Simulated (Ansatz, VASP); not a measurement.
One calculation of SrO, two programs

Contents of POSCAR:

```
SrO
1.0
    0.0000000000      2.4988837081      2.4988837081
    2.4988837081      0.0000000000      2.4988837081
    2.4988837081      2.4988837081      0.0000000000
Sr O
1 1
Direct
    0.0000000000      0.0000000000      0.0000000000
    0.5000000000      0.5000000000      0.5000000000
```

Contents of INCAR.step1:

```
PREC     = Accurate       # precision mode
ENCUT    = 520            # plane-wave cutoff, eV
ISMEAR   = 0              # smearing method
SIGMA    = 0.01           # smearing width, eV
LREAL    = False          # projectors in reciprocal space
LASPH    = True           # aspherical terms in the spheres
NELM     = 60             # most SCF steps
NBANDS   = 15             # bands
GGA      = PE             # functional
ALGO     = Normal         # electronic algorithm
EDIFF    = 1E-4           # SCF threshold, eV
LWAVE    = True           # write WAVECAR
LCHARG   = False          # write CHGCAR
```

File INCAR.step2:

```
PREC     = Accurate       # precision mode
ENCUT    = 520            # plane-wave cutoff, eV
EDIFF    = 1E-6           # SCF threshold, eV
ISMEAR   = 0              # smearing method
SIGMA    = 0.01           # smearing width, eV
LREAL    = False          # projectors in reciprocal space
LASPH    = True           # aspherical terms in the spheres
NELM     = 60             # most SCF steps
ALGO     = Normal         # electronic algorithm
ISIF     = 2              # what is computed and relaxed
LWAVE    = False          # write WAVECAR
LCHARG   = False          # write CHGCAR
METAGGA  = R2SCAN         # meta-GGA
LMIXTAU  = True         
NBANDS   = 15             # bands
ISTART   = 1
```

KPOINTS

```
regular mesh
0
Gamma
  8 8 8
```

Input for Ansatz:

```yaml
crystal:
  lattice:
    - [0.0, 2.4988837081, 2.4988837081]
    - [2.4988837081, 0.0, 2.4988837081]
    - [2.4988837081, 2.4988837081, 0.0]
  atoms:
    - { symbol: Sr, position: [0.0, 0.0, 0.0] }
    - { symbol: O, position: [0.5, 0.5, 0.5] }
kpoints:
  mp_grid: { grid: [8, 8, 8] }
  band_path:
    path:
      - [0.0, 0.0, 0.0]
      - [0.5, 0.0, 0.5]
      - [0.625, 0.25, 0.625]
      - [0.375, 0.375, 0.75]
      - [0.5, 0.5, 0.5]
      - [0.5, 0.25, 0.75]
      - [0.0, 0.5, 0.5]
    npoints: 1
hamiltonian:
  xc: r2scan
scf:
  occupations: { method: fixed }
  n_extra_bands: 4
output:
  forces: true
  stress: true
  eigenvalues: true
  write_density: true
  write_potential: true
  elf: true
  volumetric_format: npy
```

Change from the starting cell: hydrostatic strain -3.1%.

Alike in both runs: task single point; functional r2SCAN; k mesh 8 × 8 × 8; no spin polarisation.

|  | VASP | Ansatz |
| --- | --- | --- |
| version | VASP 6.6.1 | Ansatz 0.2.0 |
| potentials or method | VASP PAW PBE potentials, release 64 (Sr_sv, O) | plane waves, PAW |
| plane-wave cutoff (eV) | 520 | 500 |
| occupations | gaussian, width 0.01 eV | fixed |
| valence electrons in the cell | 16 | 16 |

```tsv
	VASP	Ansatz	Ansatz less VASP
gap on the k mesh at the Fermi level (eV)	3.68	3.74	+0.063
pressure (GPa)	11.9	11.1	-0.82
```

VASP's potentials were made for PBE, not for r2SCAN.
